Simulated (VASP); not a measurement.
# LiH (Fm-3m) in VASP: a series of runs, part 2 of 2

VASP 6.6.1. The steps go on from the part before.

## 4. G0W0 quasiparticle levels, HSE06

File POSCAR:

```
LiH
1.0
    0.0000000000      2.0367500000      2.0367500000
    2.0367500000      0.0000000000      2.0367500000
    2.0367500000      2.0367500000      0.0000000000
Li H
1 1
Direct
    0.0000000000      0.0000000000      0.0000000000
    0.5000000000      0.5000000000      0.5000000000
```

File INCAR.step1:

```
  ALGO = Normal
  EDIFF = 1E-5
  ENCUT = 500
  GGA = PE
  ISIF = 2
  ISMEAR = 0
  LASPH = T
  LCHARG = F
  LREAL = F
  LWAVE = T
  NELM = 60
  PREC = Accurate
  SIGMA = 0.02
```

File INCAR.step2:

```
  ALGO = Normal
  EDIFF = 1E-8
  ENCUT = 500
  GGA = PE
  HFSCREEN = 0.2
  ISMEAR = 0
  ISTART = 1
  LASPH = T
  LCHARG = F
  LHFCALC = T
  LREAL = F
  LWAVE = T
  NELM = 60
  PREC = Accurate
  PRECFOCK = Fast
  SIGMA = 0.01
```

File INCAR.step3:

```
  ALGO = Exact
  EDIFF = 1E-8
  ENCUT = 500
  GGA = PE
  HFSCREEN = 0.2
  ISMEAR = 0
  ISTART = 1
  LASPH = T
  LCHARG = F
  LHFCALC = T
  LOPTICS = T
  LREAL = F
  LWAVE = T
  NBANDS = 51
  NELM = 1
  PREC = Accurate
  PRECFOCK = Fast
  SIGMA = 0.01
```

File INCAR.step4:

```
  ALGO = EVGW0
  EDIFF = 1E-8
  ENCUT = 500
  ENCUTGW = 120.0
  GGA = PE
  HFSCREEN = 0.2
  ISMEAR = 0
  ISTART = 1
  LASPH = T
  LCHARG = F
  LHFCALC = T
  LREAL = F
  LWAVE = F
  NBANDS = 51
  NBANDSGW = 9
  NELMGW = 1
  NOMEGA = 48
  PREC = Accurate
  PRECFOCK = Fast
  SIGMA = 0.01
```

File KPOINTS:

```
k-points
0
Gamma
  6 6 6
```

Potentials or basis: VASP PAW PBE potentials, release 64 (Li_GW, H_GW).

Started as:

```console
$ cat potpaw_PBE.64/Li_GW/POTCAR potpaw_PBE.64/H_GW/POTCAR > POTCAR
$ cp INCAR.step1 INCAR
$ mpirun -np 1 vasp_std > vasp.out
$ cp INCAR.step2 INCAR
$ mpirun -np 1 vasp_std > vasp.out
$ cp INCAR.step3 INCAR
$ mpirun -np 1 vasp_std > vasp.out
$ cp INCAR.step4 INCAR
$ mpirun -np 1 vasp_std > vasp.out
```

OUTCAR:

```text
EDIFF = 1E-8
   ENCUT = 500
   ENCUTGW = 120.0
   GGA = PE
   HFSCREEN = 0.2
   ISMEAR = 0
   ISTART = 1
   LASPH = T
   LHFCALC = T
   LREAL = F
   NELMGW = 1
   PREC = Accurate
   PRECFOCK = Fast

 ion  position               nearest neighbor table
   1  0.000  0.000  0.000-   2 2.04   2 2.04   2 2.04   2 2.04   2 2.04   2 2.04
   2  0.500  0.500  0.500-   1 2.04   1 2.04   1 2.04   1 2.04   1 2.04   1 2.04

  LATTYP: Found a face centered cubic cell.
 ALAT       =     4.0735000000

  Lattice vectors:

 A1 = (   0.0000000000,   2.0367500000,   2.0367500000)
 A2 = (   2.0367500000,   0.0000000000,   2.0367500000)
 A3 = (   2.0367500000,   2.0367500000,   0.0000000000)

Analysis of symmetry for initial positions (statically):
=====================================================================
[... 148 lines left out ...]
   HFSCREEN=    0.0000 screening length (either q_TF or 0.3 A-1)
   HFSCREENC=   0.2000 screening length for correlation (either q_TF or 0.3 A-1)
   ENCUTFOCK=  -1.0 apply spherical cutoff to Coloumb kernel
   IVDW    =     0    specifies the selected vdW correction
   LEPSILON=     F    determine dielectric tensor
   LRPA    =     F    only Hartree local field effects (RPA)
   LRPAFORCE           =     F    calculate RPA forces
   ENCUTGW             = 120.0    cutoff for response function in eV
   ENCUTGWSOFT         =  96.0    soft cutoff for Coulomb kernel in GW response function in eV
   ENCUTLF             =  -1.0    cutoff for local field effects
   NELMGW              =     1    number of iterations in solving QP/BSE equation
   NELMHF              =     1    number of iterations in the inner HF iteration
   NKREDLFX            =     1    NKREDLFY  =   1   NKREDLFZ  =   1
 non-spin polarized calculation
 Gauss-broadening in eV      SIGMA  =   0.01
  energy-cutoff  :      500.00
  volume of cell :       16.90
 maximum number of plane-waves:       444
 NGX is ok and might be reduce to    24
  NGX = 14; NGY = 14; NGZ = 14
 maximum number of plane-waves:        59
 NGX is ok and might be reduce to    14

 QP shifts <psi_nk| G(iteration)W_0 |psi_nk>: iteration 1
 for sc-GW calculations column KS-energies equals QP-energies in previous step
 and V_xc(KS)=  KS-energies - (<T + V_ion + V_H > + <T+V_H+V_ion>^1  + <V_x>^1)

 k-point   1 :       0.0000    0.0000    0.0000
  band No.  KS-energies  QP-energies   sigma(KS)   V_xc(KS)     V^pw_x(r,r')   Z            occupation Imag(sigma)

      1      -9.3374     -10.1425     -11.6822     -10.5417     -14.9808       0.7059       2.0000       0.1976
      2      13.8538      14.0507      -9.7053      -9.9815      -4.1152       0.7128       0.0000      -0.6874
      3      15.5894      16.1812      -6.1031      -6.8738      -1.3468       0.7679       0.0000      -0.4268
      4      15.5894      16.1812      -6.1031      -6.8738      -1.3468       0.7679       0.0000      -0.4268
      5      15.5894      16.1812      -6.1031      -6.8738      -1.3468       0.7679       0.0000      -0.4268
      6      20.0478      19.9170      -6.5220      -6.3661      -1.0652       0.8388       0.0000      -1.6588
      7      20.0478      19.9170      -6.5220      -6.3661      -1.0652       0.8388       0.0000      -1.6588
      8      20.0478      19.9170      -6.5220      -6.3661      -1.0652       0.8388       0.0000      -1.6588
      9      21.5482      21.7365      -5.7489      -5.9649      -0.7779       0.8713       0.0000      -1.5765
[... 186 lines left out ...]
      1      -3.6089      -4.5577     -12.9644     -11.7608     -14.5094       0.7883       2.0000       0.0721
      2       1.6107       2.1551      -6.2436      -6.9132      -2.9505       0.8129       0.0000      -0.0715
      3       4.6737       5.1931      -6.1603      -6.8123      -2.3874       0.7966       0.0000      -0.0949
      4       9.0888       9.4962      -6.3909      -6.9199      -2.0867       0.7701       0.0000      -0.1872
      5      15.1477      15.5031      -6.8527      -7.3261      -1.7163       0.7506       0.0000      -0.5820
      6      17.3487      17.4271      -6.3043      -6.4003      -1.1319       0.8162       0.0000      -1.1907
      7      26.2778      26.8012      -5.7378      -6.3408      -0.7869       0.8681       0.0000      -1.8084
      8      26.6128      27.3979      -6.4778      -7.3482      -1.4174       0.9020       0.0000      -1.9764
      9      33.1738      34.8230      -5.7525      -7.5189      -1.1076       0.9337       0.0000      -1.9780
```

OUTCAR.step1:

```text
EDIFF = 1E-5
   ENCUT = 500
   GGA = PE
   ISIF = 2
   ISMEAR = 0
[... 339 lines left out ...]
 -----------------------------------------------------------------------------------
      0.00000      0.00000      0.00000         0.000000      0.000000      0.000000
      2.03675      2.03675      2.03675        -0.000000     -0.000000     -0.000000
 -----------------------------------------------------------------------------------
    total drift:                               -0.000000     -0.000000      0.000000

  FREE ENERGIE OF THE ION-ELECTRON SYSTEM (eV)
  ---------------------------------------------------
  free  energy   TOTEN  =        -6.1101494296 eV

  energy  without entropy=       -6.1101494296  energy(sigma->0) =       -6.11014943
```

OUTCAR.step2:

```text
EDIFF = 1E-8
   ENCUT = 500
   GGA = PE
   HFSCREEN = 0.2
   ISMEAR = 0
[... 343 lines left out ...]
      0.00000      0.00000      0.00000        -0.000000      0.000000      0.000000
      2.03675      2.03675      2.03675         0.000000     -0.000000     -0.000000
 -----------------------------------------------------------------------------------
    total drift:                               -0.000010     -0.000010     -0.000010

  FREE ENERGIE OF THE ION-ELECTRON SYSTEM (eV)
  ---------------------------------------------------
  free  energy   TOTEN  =        -6.7740890016 eV

  energy  without entropy=       -6.7740890016  energy(sigma->0) =       -6.77408900
```

It took 17 min on 1 thread of AMD EPYC 7R13, shared host; peak memory 0.32 GiB.

What came out:

* Band gap on the k mesh, mean-field level: 3.02 eV, direct
* Quasiparticle gap: 5.52 eV
* Least direct quasiparticle gap: 5.52 eV

Caveat: the k points lie up to 0.45 Å⁻¹ apart; bands, screening cutoff and mesh are small and nothing is extrapolated, so the quasiparticle values aren't converged.
